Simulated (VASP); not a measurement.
# C (Fd-3m) in VASP: notebook

C is run at these levels: PBEsol; tasks: single point, relaxation of cell and atoms.

Everything below comes from runs of VASP 6.6.1. Logs are shortened: lines on timing, memory, paths and dates and some standing lists are left out, and cuts for length are marked.

**1. The cell of the first run**

It takes space group Fd-3m (No. 227, cubic). Conventional cell: a = 3.554 Å, b = 3.554 Å, c = 3.554 Å, α = 90.00°, β = 90.00°, γ = 90.00°. Within 2.1 Å of C (site symmetry -43m) lie 4 C at 1.54 Å.

**2. Single point, PBEsol**

The input, INCAR:

```
ALGO = Normal
EDIFF = 1E-6
ENCUT = 600
GGA = PS
GGA_COMPAT = False
ISIF = 2
ISMEAR = 1
LASPH = True
LCHARG = False
LREAL = False
LWAVE = False
NBANDS = 11
NELM = 120
PREC = Accurate
SIGMA = 0.05
```

The input, KPOINTS:

```
k-points
0
Gamma
  10 10 10
```

The input, POSCAR:

```
C
1.0
    0.0000000000      1.7769773965      1.7769773965
    1.7769773965      0.0000000000      1.7769773965
    1.7769773965      1.7769773965      0.0000000000
C
2
Direct
    1.0000000000      1.0000000000      1.0000000000
    0.2500000000      0.2500000000      0.2500000000
```

Potentials or basis: VASP PAW PBE potentials, release 64 (C).

Run with:

```console
cat potpaw_PBE.64/C/POTCAR > POTCAR
mpirun -np 1 vasp_std > vasp.out
```

OUTCAR:

```text
EDIFF = 1E-6
   ENCUT = 600
   GGA = PS
   ISIF = 2
   ISMEAR = 1
   LASPH = True
   LREAL = False
   NELM = 120
   PREC = Accurate

 ion  position               nearest neighbor table
   1  0.000  0.000  0.000-   2 1.54   2 1.54   2 1.54   2 1.54
   2  0.250  0.250  0.250-   1 1.54   1 1.54   1 1.54   1 1.54

  LATTYP: Found a face centered cubic cell.
 ALAT       =     3.5539547930

  Lattice vectors:

 A1 = (   0.0000000000,   1.7769773965,   1.7769773965)
 A2 = (   1.7769773965,   0.0000000000,   1.7769773965)
 A3 = (   1.7769773965,   1.7769773965,   0.0000000000)

Analysis of symmetry for initial positions (statically):
=====================================================================
 Subroutine PRICEL returns:
 Original cell was already a primitive cell.

 Routine SETGRP: Setting up the symmetry group for a
 face centered cubic supercell.

 Subroutine GETGRP returns: Found 48 space group operations
 (whereof 24 operations were pure point group operations)
 out of a pool of 48 trial point group operations.

The static configuration has the point symmetry T_d .
 The point group associated with its full space group is O_h .

Analysis of symmetry for dynamics (positions and initial velocities):
=====================================================================
 Subroutine PRICEL returns:
 Original cell was already a primitive cell.

 Routine SETGRP: Setting up the symmetry group for a
 face centered cubic supercell.

 Subroutine GETGRP returns: Found 48 space group operations
 (whereof 24 operations were pure point group operations)
 out of a pool of 48 trial point group operations.

The dynamic configuration has the point symmetry T_d .
 The point group associated with its full space group is O_h .

 Subroutine INISYM returns: Found 48 space group operations
 (whereof 24 operations are pure point group operations),
 and found     1 'primitive' translations

----------------------------------------------------------------------------------------

                                     Primitive cell

  volume of cell :      11.2221

  direct lattice vectors                    reciprocal lattice vectors
     0.000000000  1.776977396  1.776977396    -0.281376680  0.281376680  0.281376680
     1.776977396  0.000000000  1.776977396     0.281376680 -0.281376680  0.281376680
     1.776977396  1.776977396  0.000000000     0.281376680  0.281376680 -0.281376680

  length of vectors
     2.513025534  2.513025534  2.513025534     0.487358706  0.487358706  0.487358706

  position of ions in fractional coordinates (direct lattice)
     0.000000000  0.000000000  0.000000000
     0.250000000  0.250000000  0.250000000

  ion indices of the primitive-cell ions
   primitive index   ion index
                 1           1
                 2           2

----------------------------------------------------------------------------------------

 KPOINTS: k-points

Automatic generation of k-mesh.
 Grid dimensions read from file:
 generate k-points for:   10   10   10

 Generating k-lattice:

  Cartesian coordinates                     Fractional coordinates (reciprocal lattice)
    -0.028137668  0.028137668  0.028137668     0.100000000  0.000000000  0.000000000
     0.028137668 -0.028137668  0.028137668     0.000000000  0.100000000  0.000000000
     0.028137668  0.028137668 -0.028137668     0.000000000  0.000000000  0.100000000

  Length of vectors
     0.048735871  0.048735871  0.048735871

  Shift w.r.t. Gamma in fractional coordinates (k-lattice)
     0.000000000  0.000000000  0.000000000

 Subroutine IBZKPT returns following result:
 ===========================================

 Found     47 irreducible k-points:

 Following reciprocal coordinates:
            Coordinates               Weight
  0.000000  0.000000  0.000000      1.000000
  0.100000  0.000000  0.000000      8.000000
  0.200000  0.000000  0.000000      8.000000
  0.300000  0.000000  0.000000      8.000000
  0.400000  0.000000  0.000000      8.000000
  0.500000  0.000000  0.000000      4.000000
[... 16 lines left out ...]
  0.300000  0.300000  0.000000      6.000000
  0.400000  0.300000  0.000000     24.000000
 [... further k-points ...]
   k-points           NKPTS =     47   k-points in BZ     NKDIM =     47   number of bands    NBANDS=     11
   number of dos      NEDOS =    301   number of ions     NIONS =      2
   total plane-waves  NPLWV =   8000
   dimension x,y,z NGX =    20 NGY =   20 NGZ =   20
   dimension x,y,z NGXF=    40 NGYF=   40 NGZF=   40
   ions per type =               2
   NGX,Y,Z   is equivalent  to a cutoff of  13.23, 13.23, 13.23 a.u.
   NGXF,Y,Z  is equivalent  to a cutoff of  26.46, 26.46, 26.46 a.u.
 SYSTEM =  unknown system
   PREC   = accura    normal or accurate (medium, high low for compatibility)
   ISTART =      0    job   : 0-new  1-cont  2-samecut
   ICHARG =      2    charge: 1-file 2-atom 10-const
   ISPIN  =      1    spin polarized calculation?
   LNONCOLLINEAR =      F non collinear calculations
   LSORBIT =      F    spin-orbit coupling
   LASPH  =      T    aspherical Exc in radial PAW
   ENCUT  =  600.0 eV  44.10 Ry    6.64 a.u.   5.02  5.02  5.02*2*pi/ulx,y,z
   NELM   =    120;   NELMIN=  2; NELMDL= -5     # of ELM steps
   EDIFF  = 0.1E-05   stopping-criterion for ELM
   LREAL  =      F    real-space projection
   EDIFFG = 0.1E-04   stopping-criterion for IOM
   NSW    =      0    number of steps for IOM
   IBRION =     -1    ionic relax: 0-MD 1-quasi-New 2-CG
   NFREE  =      0    steps in history (QN), initial steepest desc. (CG)
   ISIF   =      2    stress and relaxation
   ISYM   =      2    0-nonsym 1-usesym 2-fastsym
   POTIM  = 0.5000    time-step for ionic-motion
   TEBEG  =    0.0;   TEEND  =   0.0 temperature during run
   PSTRESS=    0.0 pullay stress
   NELECT =       8.0000    total number of electrons
   NUPDOWN=      -1.0000    fix difference up-down
   EMIN   =  10.00;   EMAX   =-10.00  energy-range for DOS
   EFERMI =   0.00;   METHOD = LEGACY
   ISMEAR =     1;   SIGMA  =   0.05  broadening in eV -4-tet -1-fermi 0-gaus
   EFERMI_NEDOS =   21; number of points for ismear=-14 and -15
   IALGO  =     38    algorithm
   IMIX   =      4    mixing-type and parameters
     AMIX     =   0.40;   BMIX     =  1.00
     AMIX_MAG =   1.60;   BMIX_MAG =  1.00
  volume/ion in A,a.u.               =       5.61        37.87
  Fermi-wavevector in a.u.,A,eV,Ry     =   1.462445  2.763621 29.099404  2.138746
  Thomas-Fermi vector in A             =   2.578658
   LORBIT       =      0    0 simple, 1 ext, 2 COOP (PROOUT), +10 PAW based schemes
   GGA     = PS    functional components
   LHFCALC =     F    Hartree Fock is set to
   AEXX    =    0.0000 exact exchange contribution
   IVDW    =     0    specifies the selected vdW correction
   LEPSILON=     F    determine dielectric tensor
   LRPA    =     F    only Hartree local field effects (RPA)
 non-spin polarized calculation
 Methfessel and Paxton  Order N= 1 SIGMA  =   0.05
  energy-cutoff  :      600.00
  volume of cell :       11.22
 maximum number of plane-waves:       388
   NGX =  9   NGY =  9   NGZ =  9

 number of electron       7.9999999 magnetization

 Free energy of the ion-electron system (eV)
  ---------------------------------------------------
  ext. energy  EPLUGINS =         0.00000000
  ---------------------------------------------------
  free energy    TOTEN  =       -19.25414713 eV

  energy without entropy =      -19.25415582  energy(sigma->0) =      -19.25415002

 E-fermi :   9.9066     XC(G=0): -13.4860

 val. band max:        9.8645172027   @ k =   0.0000   0.0000   0.0000
 cond. band min:      13.9237489031   @ k =   0.4000   0.4000   0.0000
 fundamental gap:      4.0592317004
 Fermi energy:         9.9066107396

 k-point     1 :       0.0000    0.0000    0.0000
  band No.  band energies     occupation
      1     -11.8021      2.00000
      2       9.8645      2.00000
      3       9.8645      2.00000
      4       9.8645      1.99999
      5      15.4336      0.00000
      6      15.4336      0.00000
      7      15.4336      0.00000
      8      23.4789      0.00000
      9      28.9622      0.00000
     10      36.4530      0.00000
     11      36.4530      0.00000

 k-point     2 :       0.1000    0.0000    0.0000
  band No.  band energies     occupation
      1     -11.5227      2.00000
      2       8.1632      2.00000
      3       9.4086      2.00000
      4       9.4086      2.00000
      5      16.0308      0.00000
      6      16.0308      0.00000
      7      16.4009      0.00000
      8      23.6884      0.00000
      9      29.4170      0.00000
     10      33.7980      0.00000
     11      33.7980      0.00000

 k-point     3 :       0.2000    0.0000    0.0000
  band No.  band energies     occupation
      1     -10.6887      2.00000
      2       4.9198      2.00000
      3       8.5185      2.00000
      4       8.5185      2.00000
      5      17.1738      0.00000
      6      17.1738      0.00000
      7      17.6503      0.00000
      8      24.2613      0.00000
      9      30.2024      0.00000
     10      32.2645      0.00000
     11      32.2645      0.00000

 k-point     4 :       0.3000    0.0000    0.0000
  band No.  band energies     occupation
      1      -9.3194      2.00000
      2       1.4824      2.00000
      3       7.7185      2.00000
      4       7.7185      2.00000
      5      17.9901      0.00000
      6      17.9901      0.00000
      7      18.3872      0.00000
      8      24.9390      0.00000
      9      30.5725      0.00000
     10      32.5452      0.00000
     11      32.5452      0.00000
[... 239 lines left out ...]
 k-point    22 :      -0.2000    0.2000    0.0000
  band No.  band energies     occupation
      1      -8.8668      2.00000
      2       2.8312      2.00000
      3       3.7487      2.00000
      4       7.8506      2.00000
      5      18.3652      0.00000
      6      18.4534      0.00000
      7      20.3867      0.00000
      8      23.6036      0.00000
      9      29.7826      0.00000
     10      30.7189      0.00000
     11      33.8353      0.00000

 k-point    23 :       0.3000    0.3000    0.0000
  band No.  band energies     occupation
      1      -8.4963      2.00000
      2       3.7762      2.00000
      3       4.8922      2.00000
      4       4.8922      2.00000
      5      14.0155      0.00000
      6      18.4139      0.00000
      7      23.0437      0.00000
      8      23.0437      0.00000
      9      30.8181      0.00000
     10      32.6285      0.00000
     11      40.6953      0.00000

 k-point    24 :       0.4000    0.3000    0.0000
  band No.  band energies     occupation
      1      -7.1622      2.00000
      2       1.7767      2.00000
      3       3.7756      2.00000
      4       4.4155      2.00000
      5      14.5678      0.00000
      6      17.7528      0.00000
      7      24.0380      0.00000
      8      24.1083      0.00000
      9      31.7138      0.00000
     10      32.7015      0.00000
     11      40.6515      0.00000

 [... further k-points ...]
[... 5 lines left out ...]
  --------------------------------------------------------------------------------------
  -------------------------------------------------------------------------------------
  Total        0.0269291      0.0269291      0.0269291      0.0000000     -0.0000000     -0.0000000
  in kB        3.8446482      3.8446482      3.8446482      0.0000000     -0.0000000     -0.0000000
  external PRESSURE =       3.8446482 kB  Pullay stress =       0.0000000 kB

 VOLUME and BASIS-vectors are now :
 -----------------------------------------------------------------------------
  energy-cutoff  :      600.00
  volume of cell :       11.22
      direct lattice vectors                 reciprocal lattice vectors
     0.000000000  1.776977396  1.776977396    -0.281376680  0.281376680  0.281376680
     1.776977396  0.000000000  1.776977396     0.281376680 -0.281376680  0.281376680
     1.776977396  1.776977396  0.000000000     0.281376680  0.281376680 -0.281376680

 POSITION                                       TOTAL-FORCE (eV/Angst)
 -----------------------------------------------------------------------------------
      0.00000      0.00000      0.00000         0.000000      0.000000      0.000000
      0.88849      0.88849      0.88849         0.000000     -0.000000     -0.000000
 -----------------------------------------------------------------------------------
    total drift:                                0.000000      0.000000      0.000000

  FREE ENERGIE OF THE ION-ELECTRON SYSTEM (eV)
  ---------------------------------------------------
  free  energy   TOTEN  =       -19.2541471255 eV

  energy  without entropy=      -19.2541558224  energy(sigma->0) =      -19.25415002
```

Wall time 4.4 s (1 thread of Intel Xeon Platinum 8488C (Sapphire Rapids), shared host); peak memory 0.12 GiB.

Results:

```yaml
Free_energy: -19.2541 eV
Pressure: 0.4 GPa
Band_gap_on_the_k_mesh: 4.06 eV, indirect (least direct gap 5.57 eV)
```

Levels at points of the mesh, in eV from the valence-band top:
```csv
k point,band 1,band 2,band 3,band 4,band 5,band 6,band 7,band 8,band 9
"(0.00, 0.00, 0.00)",-21.67,0.00,0.00,0.00,5.57,5.57,5.57,13.61,19.10
"(0.50, 0.00, 0.00)",-15.77,-13.59,-2.84,-2.84,8.43,8.43,8.99,15.58,21.80
"(0.50, 0.50, 0.00)",-12.85,-12.85,-6.40,-6.40,4.62,4.62,16.95,16.95,23.27
```

Caveat: the PAW data sets were made with another functional, which shifts forces and pressure a little.

**3. Relaxation of cell and atoms, PBEsol**

The input, INCAR:

```
SYSTEM = C
PREC     = Accurate       ! precision mode
ENCUT    = 600            ! plane-wave cutoff, eV
EDIFF    = 1E-7           ! SCF threshold, eV
ISMEAR   = 1              ! smearing method
SIGMA    = 0.05           ! smearing width, eV
LREAL    = .FALSE.        ! projectors in reciprocal space
LASPH    = .TRUE.         ! aspherical terms in the spheres
NELM     = 120            ! most SCF steps
ALGO     = Normal         ! electronic algorithm
ISIF     = 3              ! what is computed and relaxed
LWAVE    = .FALSE.        ! write WAVECAR
LCHARG   = .FALSE.        ! write CHGCAR
GGA      = PS             ! functional
IBRION   = 2              ! ionic algorithm
NSW      = 60             ! ionic steps
EDIFFG   = -0.01          ! ionic threshold
GGA_COMPAT= .FALSE.      
NELMIN   = 4
```

The input, KPOINTS:

```
Automatic mesh
0
G
  10 10 10
  0 0 0
```

POSCAR is that of step 2.

Potentials or basis: VASP PAW PBE potentials, release 64 (C).

Run with:

```console
cat potpaw_PBE.64/C/POTCAR > POTCAR
mpirun -np 1 vasp_std > vasp.out
```

Wall time 8.1 s (1 thread of Intel Xeon Platinum 8488C (Sapphire Rapids), shared host); peak memory 0.11 GiB.

It converged, with:

- Free energy: -19.2542 eV
- Relaxed volume: 5.62 Å³/atom
- Relaxed cell: a = 2.514 Å, b = 2.514 Å, c = 2.514 Å, α = 60.00°, β = 60.00°, γ = 60.00°
- Space group after relaxing (to 0.05 Å): Fd-3m (No. 227)
- Energy gained by relaxing: 0.0 meV/atom
- Ionic steps: 3
- Pressure after relaxing: 0.0 GPa
- Band gap on the k mesh: 4.06 eV, indirect (least direct gap 5.57 eV)

Final structure:
```
C
1.0
     0.00000    1.77749    1.77749
     1.77749    0.00000    1.77749
     1.77749    1.77749    0.00000
C
2
Direct
  0.00000 0.00000 0.00000
  0.25000 0.25000 0.25000
```

Levels at points of the mesh, in eV from the valence-band top:
| k point | band 1 | band 2 | band 3 | band 4 | band 5 | band 6 | band 7 | band 8 |
| --- | --- | --- | --- | --- | --- | --- | --- | --- |
| (0.00, 0.00, 0.00) | -21.66 | 0.00 | 0.00 | 0.00 | 5.57 | 5.57 | 5.57 | 13.59 |
| (0.50, 0.00, 0.00) | -15.77 | -13.58 | -2.84 | -2.84 | 8.43 | 8.43 | 8.97 | 15.58 |
| (0.50, 0.50, 0.00) | -12.85 | -12.85 | -6.40 | -6.40 | 4.62 | 4.62 | 16.93 | 16.93 |

Caveat: the PAW data sets were made with another functional, which shifts forces and pressure a little.
